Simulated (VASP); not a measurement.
Write the native input for VASP 6.6.1 that does the following.

| Item | Value |
| --- | --- |
| Task | relaxation of cell and atoms |
| Functional | PBE |
| Potentials or basis | VASP PAW PBE potentials, release 64 (Sb, S) |
| Cutoff | 600 eV |
| k mesh | 4 × 4 × 4 |
| Occupations | gaussian, width 0.1 eV |
| Spin | no spin polarisation |
| Dipole correction | no |
| Further INCAR settings | ALGO = Normal; EDIFF = 1e-07; IBRION = 2; EDIFFG = -0.04; NSW = 90; ISIF = 3 |

The structure of SbS5 lies in POSCAR:

```
SbS5
1.0
    0.0000000000      4.3268162400      4.3268162400
    4.3268162400      0.0000000000      4.3268162400
    4.3268162400      4.3268162400      0.0000000000
Sb S
1 5
Direct
    0.0000000000      0.0000000000      0.0000000000
    0.2500000000      0.2500000000      0.2500000000
    0.1295901500      0.6234699500      0.6234699500
    0.6234699500      0.6234699500      0.6234699500
    0.6234699500      0.6234699500      0.1295901500
    0.6234699500      0.1295901500      0.6234699500
```

The cell was built from a structure type or drawn by symmetry, and may not be a known phase.

These files were run (other wordings do the same):

INCAR

```
SYSTEM = SbS5
ALGO = Normal
EDIFF = 1E-7
EDIFFG = -0.04
ENCUT = 600
GGA = PE
IBRION = 2
ISIF = 3
ISMEAR = 0
LASPH = .TRUE.
LCHARG = .FALSE.
LREAL = .FALSE.
LWAVE = .FALSE.
NELM = 60
NSW = 90
PREC = Accurate
SIGMA = 0.1
```

KPOINTS

```
k-points
0
G
  4 4 4
  0 0 0
```

Potentials or basis: VASP PAW PBE potentials, release 64 (Sb, S).

Command:

```console
$ cat potpaw_PBE.64/Sb/POTCAR potpaw_PBE.64/S/POTCAR > POTCAR
$ mpirun -np 1 vasp_std > vasp.out
```

It gave:

```json
{"Relaxed volume": "18.60 Å³/atom", "Relaxed cell": "a = 5.404 Å, b = 5.404 Å, c = 5.404 Å, α = 60.00°, β = 60.00°, γ = 60.00°", "Space group after relaxing (to 0.1 Å)": "F-43m (No. 216)", "Energy gained by relaxing": "489.4 meV/atom", "Ionic steps": "12", "Pressure after relaxing": "0.1 GPa", "Largest force after relaxing": "0.033 eV/Å", "Band gap on the k mesh": "zero (an odd number of electrons rules out a gap without spin polarisation)"}
```

Caveat: the volume moved by over 15 % at a fixed basis, so the end points are rough; spin-orbit coupling is left out, which moves the levels of the heavy elements.

Run time: 4.2 min on 1 thread of Intel(R) Xeon(R) 6975P-C (Granite Rapids) (shared host), peak memory 0.39 GiB.
